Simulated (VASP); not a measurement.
# AlH6 (P4mm) in VASP: a series of runs, part 2 of 2

VASP 6.6.1. The steps go on from the part before.

**3. Relaxation of cell and atoms, PBE**

Input file INCAR:

```
PREC = Accurate
ENCUT = 600
EDIFF = 1E-7
ISMEAR = 0
SIGMA = 0.1
LREAL = F
LASPH = T
NELM = 100
ALGO = Normal
ISIF = 3
LWAVE = F
LCHARG = F
GGA = PE
IBRION = 2
NSW = 100
EDIFFG = -0.01
```

Input file KPOINTS:

```
regular mesh
0
Gamma
  10 10 6
```

Input file POSCAR:

```
AlH6
1.0
    3.5402939388      0.0000000000      0.0000000000
    0.0000000000      3.5402939388      0.0000000000
    0.0000000000      0.0000000000      8.5152194902
Al H
1 6
Direct
    0.5000000000      0.5000000000      0.6045561128
    0.3947632331      0.0000000000      0.1171820617
    0.6052367669      0.0000000000      0.1171820617
    0.0000000000      0.3947632331      0.1171820617
    0.0000000000      0.6052367669      0.1171820617
    0.5000000000      0.0000000000      0.5839567951
    0.0000000000      0.5000000000      0.5839567951
```

Potentials or basis: VASP PAW PBE potentials, release 64 (Al, H).

Launch:

```console
> cat potpaw_PBE.64/Al/POTCAR potpaw_PBE.64/H/POTCAR > POTCAR
> mpirun -np 1 vasp_std > vasp.out
```

OUTCAR:

```text
PREC = Accurate
   ENCUT = 600
   EDIFF = 1E-7
   ISMEAR = 0
   LREAL = F
   LASPH = T
   NELM = 100
   ISIF = 3
   GGA = PE
   IBRION = 2
   NSW = 100
   EDIFFG = -0.01

 ion  position               nearest neighbor table
   1  0.500  0.500  0.605-   6 1.78   7 1.78   6 1.78   7 1.78
   2  0.395  0.000  0.117-   3 0.75
   3  0.605  0.000  0.117-   2 0.75
   4  0.000  0.395  0.117-   5 0.75
   5  0.000  0.605  0.117-   4 0.75
   6  0.500  0.000  0.584-   1 1.78   1 1.78
   7  0.000  0.500  0.584-   1 1.78   1 1.78

  LATTYP: Found a simple tetragonal cell.
 ALAT       =     3.5402939388
 C/A-ratio  =     2.4052295198

  Lattice vectors:

 A1 = (   3.5402939388,   0.0000000000,   0.0000000000)
 A2 = (   0.0000000000,   3.5402939388,   0.0000000000)
 A3 = (   0.0000000000,   0.0000000000,   8.5152194902)

Analysis of symmetry for initial positions (statically):
=====================================================================
 Subroutine PRICEL returns:
 Original cell was already a primitive cell.

 Routine SETGRP: Setting up the symmetry group for a
 simple tetragonal supercell.

 Subroutine GETGRP returns: Found  8 space group operations
 (whereof  8 operations were pure point group operations)
 out of a pool of 16 trial point group operations.

The static configuration has the point symmetry C_4v.

Analysis of symmetry for dynamics (positions and initial velocities):
=====================================================================
 Subroutine PRICEL returns:
 Original cell was already a primitive cell.

 Routine SETGRP: Setting up the symmetry group for a
 simple tetragonal supercell.

 Subroutine GETGRP returns: Found  8 space group operations
 (whereof  8 operations were pure point group operations)
 out of a pool of 16 trial point group operations.

The dynamic configuration has the point symmetry C_4v.

 Subroutine INISYM returns: Found  8 space group operations
 (whereof  8 operations are pure point group operations),
 and found     1 'primitive' translations

----------------------------------------------------------------------------------------

                                     Primitive cell

  volume of cell :     106.7270

  direct lattice vectors                    reciprocal lattice vectors
     3.540293939  0.000000000  0.000000000     0.282462422  0.000000000  0.000000000
     0.000000000  3.540293939  0.000000000     0.000000000  0.282462422  0.000000000
     0.000000000  0.000000000  8.515219490     0.000000000  0.000000000  0.117436785

  length of vectors
     3.540293939  3.540293939  8.515219490     0.282462422  0.282462422  0.117436785

  position of ions in fractional coordinates (direct lattice)
     0.500000000  0.500000000  0.604556113
     0.394763233  0.000000000  0.117182062
     0.605236767  0.000000000  0.117182062
     0.000000000  0.394763233  0.117182062
     0.000000000  0.605236767  0.117182062
     0.500000000  0.000000000  0.583956795
     0.000000000  0.500000000  0.583956795

  ion indices of the primitive-cell ions
   primitive index   ion index
                 1           1
                 2           2
[... 61 lines left out ...]
   total plane-waves  NPLWV =  54880
   dimension x,y,z NGX =    28 NGY =   28 NGZ =   70
   dimension x,y,z NGXF=    56 NGYF=   56 NGZF=  140
   ions per type =               1   6
   NGX,Y,Z   is equivalent  to a cutoff of  13.15, 13.15, 13.67 a.u.
   NGXF,Y,Z  is equivalent  to a cutoff of  26.30, 26.30, 27.33 a.u.
 SYSTEM =  unknown system
   PREC   = accura    normal or accurate (medium, high low for compatibility)
   ISTART =      0    job   : 0-new  1-cont  2-samecut
   ICHARG =      2    charge: 1-file 2-atom 10-const
   ISPIN  =      1    spin polarized calculation?
   LNONCOLLINEAR =      F non collinear calculations
   LSORBIT =      F    spin-orbit coupling
   LASPH  =      T    aspherical Exc in radial PAW
   ENCUT  =  600.0 eV  44.10 Ry    6.64 a.u.   7.07  7.07 17.01*2*pi/ulx,y,z
   NELM   =    100;   NELMIN=  2; NELMDL= -5     # of ELM steps
   EDIFF  = 0.1E-06   stopping-criterion for ELM
   LREAL  =      F    real-space projection
   EDIFFG = -.1E-01   stopping-criterion for IOM
   NSW    =    100    number of steps for IOM
   IBRION =      2    ionic relax: 0-MD 1-quasi-New 2-CG
   NFREE  =      1    steps in history (QN), initial steepest desc. (CG)
   ISIF   =      3    stress and relaxation
   ISYM   =      2    0-nonsym 1-usesym 2-fastsym
   POTIM  = 0.5000    time-step for ionic-motion
   TEBEG  =    0.0;   TEEND  =   0.0 temperature during run
   PSTRESS=    0.0 pullay stress
   NELECT =       9.0000    total number of electrons
   NUPDOWN=      -1.0000    fix difference up-down
   EMIN   =  10.00;   EMAX   =-10.00  energy-range for DOS
   EFERMI =   0.00;   METHOD = LEGACY
   ISMEAR =     0;   SIGMA  =   0.10  broadening in eV -4-tet -1-fermi 0-gaus
   EFERMI_NEDOS =   21; number of points for ismear=-14 and -15
   IALGO  =     38    algorithm
   IMIX   =      4    mixing-type and parameters
     AMIX     =   0.40;   BMIX     =  1.00
     AMIX_MAG =   1.60;   BMIX_MAG =  1.00
  volume/ion in A,a.u.               =      15.25       102.89
  Fermi-wavevector in a.u.,A,eV,Ry     =   0.717900  1.356635  7.012183  0.515381
  Thomas-Fermi vector in A             =   1.806700
   LORBIT       =      0    0 simple, 1 ext, 2 COOP (PROOUT), +10 PAW based schemes
   GGA     = PE    functional components
   LHFCALC =     F    Hartree Fock is set to
   AEXX    =    0.0000 exact exchange contribution
   IVDW    =     0    specifies the selected vdW correction
   LEPSILON=     F    determine dielectric tensor
   LRPA    =     F    only Hartree local field effects (RPA)
 conjugate gradient relaxation of ions
 non-spin polarized calculation
 Gauss-broadening in eV      SIGMA  =   0.10
  energy-cutoff  :      600.00
  volume of cell :      106.73
 maximum number of plane-waves:      3592
   NGX = 15   NGY = 15   NGZ = 35

--------------------------------------- Ionic step        1  -------------------------------------------

 number of electron       9.0000005 magnetization

 Free energy of the ion-electron system (eV)
  ---------------------------------------------------
  ext. energy  EPLUGINS =         0.00000000
  ---------------------------------------------------
  free energy    TOTEN  =       -22.32488895 eV

  energy without entropy =      -22.32093603  energy(sigma->0) =      -22.32291249

------------------------ aborting loop because EDIFF is reached ----------------------------------------

  FORCE on cell =-STRESS in cart. coord.  units (eV):
  Direction    XX          YY          ZZ          XY          YZ          ZX
  --------------------------------------------------------------------------------------
  -------------------------------------------------------------------------------------
  Total       -0.0485535     -0.0485535     -0.0028228      0.0000000     -0.0000000      0.0000000
  in kB       -0.7288804     -0.7288804     -0.0423757      0.0000000     -0.0000000      0.0000000
  external PRESSURE =      -0.5000455 kB  Pullay stress =       0.0000000 kB
[... 69 lines left out ...]
--------------------------------------- Ionic step        3  -------------------------------------------

 number of electron       9.0000005 magnetization

 Free energy of the ion-electron system (eV)
  ---------------------------------------------------
  ext. energy  EPLUGINS =         0.00000000
  ---------------------------------------------------
  free energy    TOTEN  =       -22.32490644 eV

  energy without entropy =      -22.32095394  energy(sigma->0) =      -22.32293019

 E-fermi :  -0.6011     XC(G=0):  -5.7389

 val. band max:       -0.6027821282   @ k =   0.2000   0.2000   0.3333
 cond. band min:      -0.5805230534   @ k =   0.3000   0.0000   0.1667
 fundamental gap:      0.0222590748
 Fermi energy:        -0.6010886732

 k-point     1 :       0.0000    0.0000    0.0000
  band No.  band energies     occupation
      1      -9.7551      2.00000
      2      -9.5691      2.00000
      3      -5.4690      2.00000
      4      -2.9643      2.00000
      5      -1.5119      2.00000
      6       2.6397      0.00000
      7       3.0789      0.00000
      8       3.0789      0.00000
[... 243 lines left out ...]
 k-point    24 :       0.2000    0.0000    0.1667
  band No.  band energies     occupation
      1      -9.3789      2.00000
      2      -9.2088      2.00000
      3      -5.9411      2.00000
      4      -3.9658      2.00000
      5      -1.0618      2.00000
      6       2.1501      0.00000
      7       3.1726      0.00000
      8       3.4018      0.00000

 [... further k-points ...]

------------------------ aborting loop because EDIFF is reached ----------------------------------------

  FORCE on cell =-STRESS in cart. coord.  units (eV):
  Direction    XX          YY          ZZ          XY          YZ          ZX
  --------------------------------------------------------------------------------------
  -------------------------------------------------------------------------------------
  Total       -0.0257123     -0.0257123     -0.0038849      0.0000000      0.0000000      0.0000000
  in kB       -0.3860764     -0.3860764     -0.0583326      0.0000000      0.0000000      0.0000000
  external PRESSURE =      -0.2768285 kB  Pullay stress =       0.0000000 kB
[... 22 lines left out ...]
  FREE ENERGIE OF THE ION-ELECTRON SYSTEM (eV)
  ---------------------------------------------------
  free  energy   TOTEN  =       -22.3249064363 eV

  energy  without entropy=      -22.3209539411  energy(sigma->0) =      -22.32293019

 reached required accuracy - stopping structural energy minimisation
```

Run time: 3.3 min. Hardware: 1 thread of Intel Xeon 8259CL, shared host; peak memory 0.28 GiB.

What came out:

```
Free energy                           : -22.3249 eV
Relaxed volume                        : 15.24 Å³/atom
Relaxed cell                          : a = 3.540 Å, b = 3.540 Å, c = 8.515 Å, α = 90.00°, β = 90.00°, γ = 90.00°
Space group after relaxing (to 0.1 Å) : P4mm (No. 99)
Energy gained by relaxing             : 0.0 meV/atom
Ionic steps                           : 3
Pressure after relaxing               : 0.0 GPa
Largest force after relaxing          : 0.005 eV/Å
Band gap on the k mesh                : zero (an odd number of electrons rules out a gap without spin polarisation)
```

Forces in eV/Å, atoms in the order of the input:
```
Al   0.000  0.000  0.000
H   -0.005  0.000  0.000
H    0.005  0.000  0.000
H    0.000 -0.005  0.000
H    0.000  0.005  0.000
H    0.000  0.000  0.000
H    0.000  0.000  0.000
```

Final structure:
```yaml
crystal:
  lattice:
    - [3.53991, 0.00000, 0.00000]
    - [0.00000, 3.53991, 0.00000]
    - [0.00000, 0.00000, 8.51517]
  atoms:
    - { symbol: Al, position: [0.50000, 0.50000, 0.60455] }
    - { symbol: H, position: [0.39485, 0.00000, 0.11718] }
    - { symbol: H, position: [0.60515, 0.00000, 0.11718] }
    - { symbol: H, position: [0.00000, 0.39485, 0.11718] }
    - { symbol: H, position: [0.00000, 0.60515, 0.11718] }
    - { symbol: H, position: [0.50000, 0.00000, 0.58396] }
    - { symbol: H, position: [0.00000, 0.50000, 0.58396] }
```

**4. Relaxation of cell and atoms, PBE**

This run uses another cell than the first one, of 13.34 Å³/atom.

Input file INCAR:

```
SYSTEM = AlH6
ALGO = Normal ; EDIFF = 1E-7
EDIFFG = -0.01 ; ENCUT = 600
GGA = PE ; IBRION = 2
ISIF = 3 ; ISMEAR = 0
LASPH = .True. ; LCHARG = .False.
LREAL = .False. ; LWAVE = .False.
NELM = 100 ; NSW = 100
PREC = Accurate ; SIGMA = 0.1
```

Input file KPOINTS:

```
k-points
0
Gamma
  10 10 6
  0 0 0
```

Input file POSCAR:

```
AlH6
1.0
    3.5354171420      0.0000000000      0.0000000000
    0.0000000000      3.5354171420      0.0000000000
    0.0000000000      0.0000000000      7.4728968601
Al H
1 6
Direct
    0.5000000000      0.5000000000      0.6055269351
    0.3945995198      0.0000000000      0.1186999477
    0.6054004802      0.0000000000      0.1186999477
    0.0000000000      0.3945995198      0.1186999477
    0.0000000000      0.6054004802      0.1186999477
    0.5000000000      0.0000000000      0.5804356121
    0.0000000000      0.5000000000      0.5804356121
```

Potentials or basis: VASP PAW PBE potentials, release 64 (Al, H).

Launch:

```console
> cat potpaw_PBE.64/Al/POTCAR potpaw_PBE.64/H/POTCAR > POTCAR
> mpirun -np 1 vasp_std > vasp.out
```

OUTCAR:

```text
SYSTEM = AlH6
   EDIFF = 1E-7
   EDIFFG = -0.01
   ENCUT = 600
   GGA = PE
   IBRION = 2
   ISIF = 3
   ISMEAR = 0
   LASPH = .True.
   LREAL = .False.
   NELM = 100
   NSW = 100
   PREC = Accurate

 ion  position               nearest neighbor table
   1  0.500  0.500  0.606-   6 1.78   7 1.78   6 1.78   7 1.78
   2  0.395  0.000  0.119-   3 0.75
   3  0.605  0.000  0.119-   2 0.75
   4  0.000  0.395  0.119-   5 0.75
   5  0.000  0.605  0.119-   4 0.75
   6  0.500  0.000  0.580-   1 1.78   1 1.78
   7  0.000  0.500  0.580-   1 1.78   1 1.78

  LATTYP: Found a simple tetragonal cell.
 ALAT       =     3.5354171420
 C/A-ratio  =     2.1137242254

  Lattice vectors:

 A1 = (   3.5354171420,   0.0000000000,   0.0000000000)
 A2 = (   0.0000000000,   3.5354171420,   0.0000000000)
 A3 = (   0.0000000000,   0.0000000000,   7.4728968601)

Analysis of symmetry for initial positions (statically):
=====================================================================
 Subroutine PRICEL returns:
 Original cell was already a primitive cell.

 Routine SETGRP: Setting up the symmetry group for a
 simple tetragonal supercell.

 Subroutine GETGRP returns: Found  8 space group operations
 (whereof  8 operations were pure point group operations)
 out of a pool of 16 trial point group operations.
[... 298 lines left out ...]

 number of electron       9.0000005 magnetization

------------------------ aborting loop because EDIFF is reached ----------------------------------------
[... 77 lines left out ...]
--------------------------------------- Ionic step       15  -------------------------------------------

 number of electron       9.0000004 magnetization

 Free energy of the ion-electron system (eV)
  ---------------------------------------------------
  ext. energy  EPLUGINS =         0.00000000
  ---------------------------------------------------
  free energy    TOTEN  =       -22.31966673 eV

  energy without entropy =      -22.31598903  energy(sigma->0) =      -22.31782788

 E-fermi :  -0.3885     XC(G=0):  -5.9899

 val. band max:       -0.4292906116   @ k =   0.3000   0.0000   0.0000
 cond. band min:      -0.3776976542   @ k =   0.3000   0.0000   0.1667
 fundamental gap:      0.0515929574
 Fermi energy:        -0.3884923025

 k-point     1 :       0.0000    0.0000    0.0000
  band No.  band energies     occupation
      1      -9.6070      2.00000
      2      -9.3094      2.00000
      3      -5.2846      2.00000
      4      -2.7183      2.00000
      5      -1.3289      2.00000
      6       3.2015      0.00000
      7       3.3132      0.00000
      8       3.3132      0.00000
[... 243 lines left out ...]
 k-point    24 :       0.2000    0.0000    0.1667
  band No.  band energies     occupation
      1      -9.2307      2.00000
      2      -8.9498      2.00000
      3      -5.7591      2.00000
      4      -3.7224      2.00000
      5      -0.8584      2.00000
      6       2.4699      0.00000
      7       3.6114      0.00000
      8       3.6384      0.00000

 [... further k-points ...]

------------------------ aborting loop because EDIFF is reached ----------------------------------------

  FORCE on cell =-STRESS in cart. coord.  units (eV):
  Direction    XX          YY          ZZ          XY          YZ          ZX
  --------------------------------------------------------------------------------------
  -------------------------------------------------------------------------------------
  Total       -0.0512569     -0.0512569      0.0284375      0.0000000      0.0000000      0.0000000
  in kB       -0.8247506     -0.8247506      0.4575752      0.0000000      0.0000000      0.0000000
  external PRESSURE =      -0.3973087 kB  Pullay stress =       0.0000000 kB
[... 22 lines left out ...]
  FREE ENERGIE OF THE ION-ELECTRON SYSTEM (eV)
  ---------------------------------------------------
  free  energy   TOTEN  =       -22.3196667282 eV

  energy  without entropy=      -22.3159890324  energy(sigma->0) =      -22.31782788

 reached required accuracy - stopping structural energy minimisation
```

Run time: 13 min. Hardware: 1 thread of Intel Xeon 8259CL, shared host; peak memory 0.25 GiB.

What came out:

| Quantity | Value |
| --- | --- |
| Free energy | -22.3197 eV |
| Relaxed volume | 14.22 Å³/atom |
| Relaxed cell | a = 3.538 Å, b = 3.538 Å, c = 7.953 Å, α = 90.00°, β = 90.00°, γ = 90.00° |
| Space group after relaxing (to 0.1 Å) | P4mm (No. 99) |
| Energy gained by relaxing | 0.8 meV/atom |
| Ionic steps | 15 |
| Pressure after relaxing | 0.0 GPa |
| Largest force after relaxing | 0.010 eV/Å |
| Band gap on the k mesh | zero (an odd number of electrons rules out a gap without spin polarisation) |

Forces in eV/Å, atoms in the order of the input:
```
Al   0.000  0.000 -0.010
H    0.005  0.000  0.000
H   -0.005  0.000  0.000
H    0.000  0.005  0.000
H    0.000 -0.005  0.000
H    0.000  0.000  0.005
H    0.000  0.000  0.005
```

Stress tensor (GPa, compression positive):
```
-0.08  0.00  0.00
 0.00 -0.08  0.00
 0.00  0.00  0.05
```

Step by step:
```tsv
step	energy change (eV)	largest force (eV/Å)	pressure (GPa)	volume (Å³)
1	0.0000	0.0116	0.06	93.41
2	-0.0001	0.0322	0.10	93.47
3	-0.0002	0.0601	0.13	93.51
4	-0.0002	0.0597	0.13	93.53
5	-0.0003	0.0589	0.13	93.58
6	-0.0005	0.0570	0.14	93.70
7	-0.0009	0.0531	0.14	93.92
8	-0.0016	0.0456	0.16	94.37
9	-0.0028	0.0309	0.20	95.26
10	-0.0038	0.0056	0.27	97.03
11	-0.0046	0.0761	0.09	97.97
12	-0.0047	0.1116	0.01	98.41
13	-0.0049	0.0879	0.00	98.67
14	-0.0053	0.0159	-0.04	99.45
15	-0.0053	0.0100	-0.04	99.57
```

Final structure:
```
Al H
1.0
     3.53834    0.00000    0.00000
     0.00000    3.53834    0.00000
     0.00000    0.00000    7.95318
Al H
1 6
Direct
  0.50000 0.50000 0.60538
  0.39474 0.00000 0.11835
  0.60526 0.00000 0.11835
  0.00000 0.39474 0.11835
  0.00000 0.60526 0.11835
  0.50000 0.00000 0.58120
  0.00000 0.50000 0.58120
```

Levels at points of the mesh, in eV from the Fermi level:
| k point | band 1 | band 2 | band 3 | band 4 | band 5 | band 6 | band 7 | band 8 |
| --- | --- | --- | --- | --- | --- | --- | --- | --- |
| (0.00, 0.00, 0.00) | -9.22 | -8.92 | -4.90 | -2.33 | -0.94 | 3.59 | 3.70 | 3.70 |
| (0.50, 0.00, 0.00) | -7.36 | -7.17 | -6.93 | -5.90 | 0.87 | 3.09 | 3.29 | 4.93 |
| (0.50, 0.50, 0.00) | -6.78 | -6.78 | -5.31 | -5.31 | -2.60 | 1.37 | 2.73 | 2.97 |
| (0.00, 0.00, 0.50) | -9.12 | -9.03 | -4.90 | -2.33 | -0.66 | 2.26 | 3.71 | 3.71 |
| (0.50, 0.00, 0.50) | -7.35 | -7.10 | -7.01 | -5.91 | 0.99 | 3.02 | 3.60 | 4.93 |
| (0.50, 0.50, 0.50) | -6.77 | -6.77 | -5.32 | -5.32 | -2.59 | 1.42 | 2.55 | 2.83 |

**5. Summary**

```tsv
task	cell	cutoff (eV)	gap on the mesh (eV)	pressure (GPa)	relaxed volume (Å³/atom)	largest force (eV/Å)
single point	a = 3.540, b = 3.540, c = 8.515 Å, 7 atoms, atomic positions A	520	none	-0.1	-	0.01
relaxation of cell and atoms	relaxed from a = 3.540, b = 3.540, c = 8.515 Å, 7 atoms, atomic positions A	600	none	0.0	15.24	-
relaxation of cell and atoms	relaxed from a = 3.535, b = 3.535, c = 7.473 Å, 7 atoms, atomic positions B	600	none	0.0	14.22	0.01
```

Alike in all rows: level PBE; potentials or basis VASP PAW PBE potentials, release 64 (Al, H); no spin polarisation; k mesh 10 × 10 × 6; smearing gaussian 0.1 eV.

Absolute energies hang on the potentials; compare differences alone.
